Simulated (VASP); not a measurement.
# SnSe2 (P-3m1) in VASP: notebook

Aim: see how the results for SnSe2 move with the level of theory and the settings. Levels: PBE, RPBE. Tasks: single point, relaxation of cell and atoms.

Program: VASP 6.6.1. These are calculated values, not measurements. Logs are shortened: lines on timing, memory, paths and dates and some standing lists are left out, and cuts for length are marked.

### 1 The cell of the first run

Symmetry: P-3m1, No. 164, trigonal system. The conventional cell has a = 3.876 Å, b = 3.876 Å, c = 6.936 Å, α = 90.00°, β = 90.00°, γ = 120.00°. Sn (site symmetry -3m) has 6 Se at 2.75 Å within 3.6 Å. Se (site symmetry 3m) has 3 Sn at 2.75 Å within 3.6 Å.

### 2 Single point, PBE

INCAR reads:

```
PREC     = Accurate       # precision mode
ENCUT    = 520            # plane-wave cutoff, eV
EDIFF    = 1E-7           # SCF threshold, eV
ISMEAR   = 0              # smearing method
SIGMA    = 0.01           # smearing width, eV
LREAL    = False          # projectors in reciprocal space
LASPH    = True           # aspherical terms in the spheres
NELM     = 100            # most SCF steps
ALGO     = Normal         # electronic algorithm
ISIF     = 2              # what is computed and relaxed
LWAVE    = False          # write WAVECAR
LCHARG   = False          # write CHGCAR
GGA      = PE             # functional
NBANDS   = 20             # bands
```

KPOINTS reads:

```
regular mesh
0
Gamma
  6 6 4
```

POSCAR reads:

```
SnSe2
1.0
    3.8759189221      0.0000000000      0.0000000000
   -1.9379594610      3.3566442495      0.0000000000
    0.0000000000      0.0000000000      6.9359213888
Sn Se
1 2
Direct
    0.0000000000      0.0000000000      0.0000000000
    0.3333333333      0.6666666667      0.2295698032
    0.6666666667      0.3333333333      0.7704301968
```

Potentials or basis: VASP PAW PBE potentials, release 64 (Sn_d, Se).

Started as:

```
$ cat potpaw_PBE.64/Sn_d/POTCAR potpaw_PBE.64/Se/POTCAR > POTCAR
$ mpirun -np 1 vasp_std > vasp.out
```

OUTCAR:

```text
PREC = Accurate
   ENCUT = 520
   EDIFF = 1E-7
   ISMEAR = 0
   LREAL = False
   LASPH = True
   NELM = 100
   ISIF = 2
   GGA = PE

 ion  position               nearest neighbor table
   1  0.000  0.000  0.000-   2 2.75   3 2.75   2 2.75   3 2.75   3 2.75   2 2.75
   2  0.333  0.667  0.230-   1 2.75   1 2.75   1 2.75
   3  0.667  0.333  0.770-   1 2.75   1 2.75   1 2.75

  LATTYP: Found a hexagonal cell.
 ALAT       =     3.8759189221
 C/A-ratio  =     1.7894908351

  Lattice vectors:

 A1 = (   3.8759189221,   0.0000000000,   0.0000000000)
 A2 = (  -1.9379594610,   3.3566442495,   0.0000000000)
 A3 = (   0.0000000000,   0.0000000000,   6.9359213888)

Analysis of symmetry for initial positions (statically):
=====================================================================
 Subroutine PRICEL returns:
 Original cell was already a primitive cell.

 Routine SETGRP: Setting up the symmetry group for a
 hexagonal supercell.

 Subroutine GETGRP returns: Found 12 space group operations
 (whereof 12 operations were pure point group operations)
 out of a pool of 24 trial point group operations.

The static configuration has the point symmetry D_3d.

Analysis of symmetry for dynamics (positions and initial velocities):
=====================================================================
 Subroutine PRICEL returns:
 Original cell was already a primitive cell.

 Routine SETGRP: Setting up the symmetry group for a
 hexagonal supercell.

 Subroutine GETGRP returns: Found 12 space group operations
 (whereof 12 operations were pure point group operations)
 out of a pool of 24 trial point group operations.

The dynamic configuration has the point symmetry D_3d.

 Subroutine INISYM returns: Found 12 space group operations
 (whereof 12 operations are pure point group operations),
 and found     1 'primitive' translations

----------------------------------------------------------------------------------------

                                     Primitive cell

  volume of cell :      90.2369

  direct lattice vectors                    reciprocal lattice vectors
     3.875918922  0.000000000  0.000000000     0.258003333  0.148958294  0.000000000
    -1.937959461  3.356644249  0.000000000     0.000000000  0.297916587  0.000000000
     0.000000000  0.000000000  6.935921389     0.000000000  0.000000000  0.144176951

  length of vectors
     3.875918922  3.875918922  6.935921389     0.297916587  0.297916587  0.144176951

  position of ions in fractional coordinates (direct lattice)
     0.000000000  0.000000000  0.000000000
     0.333333333  0.666666667  0.229569803
     0.666666667  0.333333333  0.770430197

  ion indices of the primitive-cell ions
   primitive index   ion index
                 1           1
                 2           2
                 3           3

----------------------------------------------------------------------------------------

 KPOINTS: regular mesh

Automatic generation of k-mesh.
 Grid dimensions read from file:
 generate k-points for:    6    6    4

 Generating k-lattice:

  Cartesian coordinates                     Fractional coordinates (reciprocal lattice)
     0.043000555  0.024826382  0.000000000     0.166666667  0.000000000  0.000000000
     0.000000000  0.049652765  0.000000000     0.000000000  0.166666667  0.000000000
     0.000000000  0.000000000  0.036044238     0.000000000  0.000000000  0.250000000

  Length of vectors
     0.049652765  0.049652765  0.036044238

  Shift w.r.t. Gamma in fractional coordinates (k-lattice)
     0.000000000  0.000000000  0.000000000

 Subroutine IBZKPT returns following result:
 ===========================================

 Found     24 irreducible k-points:

 Following reciprocal coordinates:
            Coordinates               Weight
  0.000000  0.000000  0.000000      1.000000
  0.166667 -0.000000  0.000000      6.000000
  0.333333 -0.000000  0.000000      6.000000
  0.500000  0.000000  0.000000      3.000000
  0.166667  0.166667  0.000000      6.000000
  0.333333  0.166667  0.000000     12.000000
[... 16 lines left out ...]
  0.333333  0.166667  0.500000     12.000000
  0.333333  0.333333  0.500000      2.000000
   k-points           NKPTS =     24   k-points in BZ     NKDIM =     24   number of bands    NBANDS=     20
   number of dos      NEDOS =    301   number of ions     NIONS =      3
   total plane-waves  NPLWV =  48600
   dimension x,y,z NGX =    30 NGY =   30 NGZ =   54
   dimension x,y,z NGXF=    60 NGYF=   60 NGZF=  108
   ions per type =               1   2
   NGX,Y,Z   is equivalent  to a cutoff of  12.87, 12.87, 12.94 a.u.
   NGXF,Y,Z  is equivalent  to a cutoff of  25.74, 25.74, 25.89 a.u.
 SYSTEM =  unknown system
   PREC   = accura    normal or accurate (medium, high low for compatibility)
   ISTART =      0    job   : 0-new  1-cont  2-samecut
   ICHARG =      2    charge: 1-file 2-atom 10-const
   ISPIN  =      1    spin polarized calculation?
   LNONCOLLINEAR =      F non collinear calculations
   LSORBIT =      F    spin-orbit coupling
   LASPH  =      T    aspherical Exc in radial PAW
   ENCUT  =  520.0 eV  38.22 Ry    6.18 a.u.   7.21  7.21 12.90*2*pi/ulx,y,z
   NELM   =    100;   NELMIN=  2; NELMDL= -5     # of ELM steps
   EDIFF  = 0.1E-06   stopping-criterion for ELM
   LREAL  =      F    real-space projection
   EDIFFG = 0.1E-05   stopping-criterion for IOM
   NSW    =      0    number of steps for IOM
   IBRION =     -1    ionic relax: 0-MD 1-quasi-New 2-CG
   NFREE  =      0    steps in history (QN), initial steepest desc. (CG)
   ISIF   =      2    stress and relaxation
   ISYM   =      2    0-nonsym 1-usesym 2-fastsym
   POTIM  = 0.5000    time-step for ionic-motion
   TEBEG  =    0.0;   TEEND  =   0.0 temperature during run
   PSTRESS=    0.0 pullay stress
   NELECT =      26.0000    total number of electrons
   NUPDOWN=      -1.0000    fix difference up-down
   EMIN   =  10.00;   EMAX   =-10.00  energy-range for DOS
   EFERMI =   0.00;   METHOD = LEGACY
   ISMEAR =     0;   SIGMA  =   0.01  broadening in eV -4-tet -1-fermi 0-gaus
   EFERMI_NEDOS =   21; number of points for ismear=-14 and -15
   IALGO  =     38    algorithm
   IMIX   =      4    mixing-type and parameters
     AMIX     =   0.40;   BMIX     =  1.00
     AMIX_MAG =   1.60;   BMIX_MAG =  1.00
  volume/ion in A,a.u.               =      30.08       202.98
  Fermi-wavevector in a.u.,A,eV,Ry     =   1.081279  2.043322 15.907455  1.169165
  Thomas-Fermi vector in A             =   2.217292
   LORBIT       =      0    0 simple, 1 ext, 2 COOP (PROOUT), +10 PAW based schemes
   GGA     = PE    functional components
   LHFCALC =     F    Hartree Fock is set to
   AEXX    =    0.0000 exact exchange contribution
   IVDW    =     0    specifies the selected vdW correction
   LEPSILON=     F    determine dielectric tensor
   LRPA    =     F    only Hartree local field effects (RPA)
 non-spin polarized calculation
 Gauss-broadening in eV      SIGMA  =   0.01
  energy-cutoff  :      520.00
  volume of cell :       90.24
 maximum number of plane-waves:      2450
 NGX is ok and might be reduce to    30
   NGX = 15   NGY = 15   NGZ = 25

 number of electron      25.9999995 magnetization

 Free energy of the ion-electron system (eV)
  ---------------------------------------------------
  ext. energy  EPLUGINS =         0.00000000
  ---------------------------------------------------
  free energy    TOTEN  =       -11.86371707 eV

  energy without entropy =      -11.86371707  energy(sigma->0) =      -11.86371707

 E-fermi :   2.6419     XC(G=0):  -8.6247

 val. band max:        2.5867674751   @ k =   0.1667  -0.0000   0.0000
 cond. band min:       3.2893880779   @ k =   0.5000   0.0000   0.5000
 fundamental gap:      0.7026206028
 Fermi energy:         2.6418968258

 k-point     1 :       0.0000    0.0000    0.0000
  band No.  band energies     occupation
      1     -18.5294      2.00000
      2     -18.5294      2.00000
      3     -18.4988      2.00000
      4     -18.4891      2.00000
      5     -18.4891      2.00000
      6     -10.7575      2.00000
[... 12 lines left out ...]
     19      11.4859      0.00000
     20      11.4891      0.00000

 k-point     2 :       0.1667   -0.0000    0.0000
  band No.  band energies     occupation
      1     -18.5386      2.00000
      2     -18.5215      2.00000
      3     -18.4957      2.00000
      4     -18.4912      2.00000
      5     -18.4880      2.00000
      6     -10.5103      2.00000
[... 12 lines left out ...]
     19      10.7965      0.00000
     20      11.2777      0.00000

 k-point     3 :       0.3333   -0.0000    0.0000
  band No.  band energies     occupation
      1     -18.5602      2.00000
      2     -18.5121      2.00000
      3     -18.5044      2.00000
      4     -18.4795      2.00000
      5     -18.4773      2.00000
      6      -9.8653      2.00000
[... 12 lines left out ...]
     19      11.0551      0.00000
     20      11.7426      0.00000

 k-point     4 :       0.5000    0.0000    0.0000
  band No.  band energies     occupation
      1     -18.5717      2.00000
      2     -18.5107      2.00000
      3     -18.5084      2.00000
      4     -18.4719      2.00000
      5     -18.4700      2.00000
      6      -9.3336      2.00000
[... 12 lines left out ...]
     19      11.7105      0.00000
     20      12.0924      0.00000

 k-point     5 :       0.1667    0.1667    0.0000
  band No.  band energies     occupation
      1     -18.5492      2.00000
      2     -18.5187      2.00000
      3     -18.4985      2.00000
      4     -18.4899      2.00000
      5     -18.4776      2.00000
      6     -10.0588      2.00000
[... 12 lines left out ...]
     19      10.0129      0.00000
     20      11.4659      0.00000
[... 353 lines left out ...]
      6      -9.3079      2.00000
[... 12 lines left out ...]
     19      12.1487      0.00000
     20      12.1650      0.00000

 k-point    22 :       0.1667    0.1667    0.5000
  band No.  band energies     occupation
      1     -18.5492      2.00000
      2     -18.5187      2.00000
      3     -18.4985      2.00000
      4     -18.4899      2.00000
      5     -18.4776      2.00000
      6     -10.0154      2.00000
[... 12 lines left out ...]
     19      10.5985      0.00000
     20      11.3419      0.00000

 k-point    23 :       0.3333    0.1667    0.5000
  band No.  band energies     occupation
      1     -18.5599      2.00000
      2     -18.5201      2.00000
      3     -18.5016      2.00000
      4     -18.4809      2.00000
      5     -18.4704      2.00000
      6      -9.3643      2.00000
[... 12 lines left out ...]
     19      11.1183      0.00000
     20      12.1009      0.00000

 k-point    24 :       0.3333    0.3333    0.5000
  band No.  band energies     occupation
      1     -18.5414      2.00000
      2     -18.5414      2.00000
      3     -18.4887      2.00000
      4     -18.4887      2.00000
      5     -18.4728      2.00000
      6      -8.9765      2.00000
[... 12 lines left out ...]
     19      11.4129      0.00000
     20      11.6288      0.00000

------------------------ aborting loop because EDIFF is reached ----------------------------------------

  FORCE on cell =-STRESS in cart. coord.  units (eV):
  Direction    XX          YY          ZZ          XY          YZ          ZX
  --------------------------------------------------------------------------------------
  -------------------------------------------------------------------------------------
  Total        0.0303480      0.0303480      0.0431453      0.0000000      0.0000000      0.0000000
  in kB        0.5388359      0.5388359      0.7660548      0.0000000      0.0000000      0.0000000
  external PRESSURE =       0.6145756 kB  Pullay stress =       0.0000000 kB

 VOLUME and BASIS-vectors are now :
 -----------------------------------------------------------------------------
  energy-cutoff  :      520.00
  volume of cell :       90.24
      direct lattice vectors                 reciprocal lattice vectors
     3.875918922  0.000000000  0.000000000     0.258003333  0.148958294  0.000000000
    -1.937959461  3.356644249  0.000000000     0.000000000  0.297916587  0.000000000
     0.000000000  0.000000000  6.935921389     0.000000000  0.000000000  0.144176951

 POSITION                                       TOTAL-FORCE (eV/Angst)
 -----------------------------------------------------------------------------------
      0.00000      0.00000      0.00000         0.000000      0.000000      0.000000
     -0.00000      2.23776      1.59228         0.000000     -0.000000      0.012067
      1.93796      1.11888      5.34364        -0.000000      0.000000     -0.012067
 -----------------------------------------------------------------------------------
    total drift:                                0.000000     -0.000000     -0.000000

  FREE ENERGIE OF THE ION-ELECTRON SYSTEM (eV)
  ---------------------------------------------------
  free  energy   TOTEN  =       -11.8637170750 eV

  energy  without entropy=      -11.8637170750  energy(sigma->0) =      -11.86371707
```

It took 45 s on 1 thread of Intel Xeon 6975P-C (Granite Rapids), shared host; peak memory 0.22 GiB.

What came out:

```yaml
Free_energy: -11.8637 eV
Pressure: 0.1 GPa
Largest_force: 0.012 eV/Å
Band_gap_on_the_k_mesh: 0.70 eV, indirect (least direct gap 1.09 eV)
```

Forces in eV/Å, atoms in the order of the input:
```
Sn   0.000  0.000  0.000
Se   0.000  0.000  0.012
Se   0.000  0.000 -0.012
```

Caveat: spin-orbit coupling is left out, which moves the levels of the heavy elements; this functional lacks dispersion, which binds the layers, so the pressure and a relaxed spacing across them are unreliable. A k mesh can miss the band edges.

### 3 Single point, RPBE

This run uses another cell than the first one, of 36.69 Å³/atom, 1.220 times its volume.

INCAR reads:

```
SYSTEM = SnSe2
PREC = Accurate
ENCUT = 520
EDIFF = 1E-7
ISMEAR = 0
SIGMA = 0.01
LREAL = .FALSE.
LASPH = .TRUE.
NELM = 60
ALGO = Normal
ISIF = 2
LWAVE = .FALSE.
LCHARG = .FALSE.
GGA = RP
NBANDS = 20
```

KPOINTS reads:

```
Automatic mesh
0
G
  6 6 4
  0 0 0
```

POSCAR reads:

```
SnSe2
1.0
    3.9161085565      0.0000000000      0.0000000000
   -1.9580542782      3.3914494939      0.0000000000
    0.0000000000      0.0000000000      8.2881935302
Sn Se
1 2
Direct
    0.0000000000      0.0000000000      0.0000000000
    0.3333333333      0.6666666667      0.1924978308
    0.6666666667      0.3333333333      0.8075021692
```

Potentials or basis: VASP PAW PBE potentials, release 64 (Sn_d, Se).

Started as:

```
$ cat potpaw_PBE.64/Sn_d/POTCAR potpaw_PBE.64/Se/POTCAR > POTCAR
$ mpirun -np 1 vasp_std > vasp.out
```

It took 58 s on 1 thread of Intel Xeon 6975P-C (Granite Rapids), shared host; peak memory 0.24 GiB.

The run converged. Its results:

```yaml
Free_energy: -10.9760 eV
Pressure: 0.0 GPa
Largest_force: 0.011 eV/Å
Band_gap_on_the_k_mesh: 0.84 eV, indirect (least direct gap 1.12 eV)
```

Forces on the atoms (eV/Å):
```
Sn   0.000  0.000  0.000
Se   0.000  0.000  0.011
Se   0.000  0.000 -0.011
```

Levels at points of the mesh, in eV from the valence-band top:
| k point | band 10 | band 11 | band 12 | band 13 | band 14 | band 15 | band 16 | band 17 |
| --- | --- | --- | --- | --- | --- | --- | --- | --- |
| (0.00, 0.00, 0.00) | -0.45 | -0.45 | -0.09 | -0.09 | 1.33 | 3.11 | 4.56 | 4.56 |
| (0.50, 0.00, 0.00) | -2.07 | -2.07 | -0.56 | -0.27 | 0.88 | 4.11 | 5.71 | 5.83 |
| (0.00, 0.00, 0.50) | -0.45 | -0.45 | -0.09 | -0.09 | 1.63 | 3.07 | 4.55 | 4.55 |
| (0.50, 0.00, 0.50) | -2.07 | -2.02 | -0.55 | -0.28 | 0.84 | 4.22 | 5.34 | 5.75 |

Caveat: the PAW data sets were made with another functional, which shifts forces and pressure a little; spin-orbit coupling is left out, which moves the levels of the heavy elements; this functional lacks dispersion, which binds the layers, so the pressure and a relaxed spacing across them are unreliable. A k mesh can miss the band edges.

(Continued in part 2 of 2.)
